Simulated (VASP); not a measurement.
Sn:

```
Sn
1.0
    -1.89114    1.89779    1.87320
     1.89711   -1.92154    1.90292
     1.88324    1.91364   -1.89694
Sn
1
Direct
  0.00000 0.00000 0.00000
```

* Program: VASP 6.6.1
* Task: relaxation of cell and atoms
* Functional: PBEsol
* Potentials or basis: VASP PAW PBE potentials, release 64 (Sn_d)
* Cutoff: 600 eV
* k mesh: 10 × 10 × 10
* Occupations: fermi-dirac, width 0.05 eV
* Spin: no spin polarisation

At the start: pressure -2.0 GPa; volume 27.20 Å³/atom.

**Question.** How do energy, volume and symmetry change on relaxing?

**Answer.** Over 33 steps the energy falls by 24.9 meV/atom and the volume is 26.25 Å³/atom (-3.5 %); space group Im-3m (No. 229, to 0.1 Å) before, I4/mmm (No. 139, to 0.1 Å).

Step by step:
| step | energy change (eV) | largest force (eV/Å) | pressure (GPa) | volume (Å³) |
| --- | --- | --- | --- | --- |
| 1 | 0.0000 | 0.0000 | -2.00 | 27.20 |
| 2 | -0.0088 | 0.0000 | 0.25 | 25.89 |
| 3 | -0.0089 | 0.0000 | 0.07 | 25.98 |
| 4 | -0.0089 | 0.0000 | 0.00 | 26.00 |
| 5 | -0.0092 | 0.0000 | 0.04 | 26.00 |
| 6 | -0.0100 | 0.0000 | 0.12 | 26.01 |
| 7 | -0.0115 | 0.0000 | 0.24 | 26.03 |
| 8 | -0.0116 | 0.0000 | 0.51 | 26.02 |
| 9 | -0.0121 | 0.0000 | 0.39 | 26.03 |
| 10 | -0.0122 | 0.0000 | 0.38 | 26.04 |
| 11 | -0.0124 | 0.0000 | 0.34 | 26.07 |
| 12 | -0.0130 | 0.0000 | 0.22 | 26.13 |
| 13 | -0.0135 | 0.0000 | 0.04 | 26.23 |
| 14 | -0.0135 | 0.0000 | 0.08 | 26.20 |
| 15 | -0.0141 | 0.0000 | 0.03 | 26.23 |
| 16 | -0.0153 | 0.0000 | -0.12 | 26.30 |
| 17 | -0.0156 | 0.0000 | -0.36 | 26.45 |
| 18 | -0.0175 | 0.0000 | -0.28 | 26.39 |
| 19 | -0.0229 | 0.0000 | 0.06 | 26.22 |
| 20 | -0.0205 | 0.0000 | 1.08 | 25.84 |
| 21 | -0.0237 | 0.0000 | 0.46 | 26.05 |
| 22 | -0.0239 | 0.0000 | 0.36 | 26.10 |
| 23 | -0.0240 | 0.0000 | 0.31 | 26.12 |
| 24 | -0.0243 | 0.0000 | 0.05 | 26.26 |
| 25 | -0.0243 | 0.0000 | -0.13 | 26.35 |
| 26 | -0.0245 | 0.0000 | -0.12 | 26.31 |
| 27 | -0.0246 | 0.0000 | 0.11 | 26.20 |
| 28 | -0.0246 | 0.0000 | 0.04 | 26.23 |
| 29 | -0.0248 | 0.0000 | 0.03 | 26.23 |
| 30 | -0.0248 | 0.0000 | 0.03 | 26.23 |
| 31 | -0.0248 | 0.0000 | 0.02 | 26.23 |
| 32 | -0.0248 | 0.0000 | 0.02 | 26.23 |
| 33 | -0.0249 | 0.0000 | -0.02 | 26.25 |

Final structure:
```yaml
crystal:
  lattice:
    - [-1.78305, 2.04300, 1.79753]
    - [1.78589, -2.05197, 1.78569]
    - [1.79695, 2.04650, -1.78433]
  atoms:
    - { symbol: Sn, position: [0.00000, 0.00000, 0.00000] }
```

Caveat: the PAW data sets were made with another functional, which shifts forces and pressure a little.
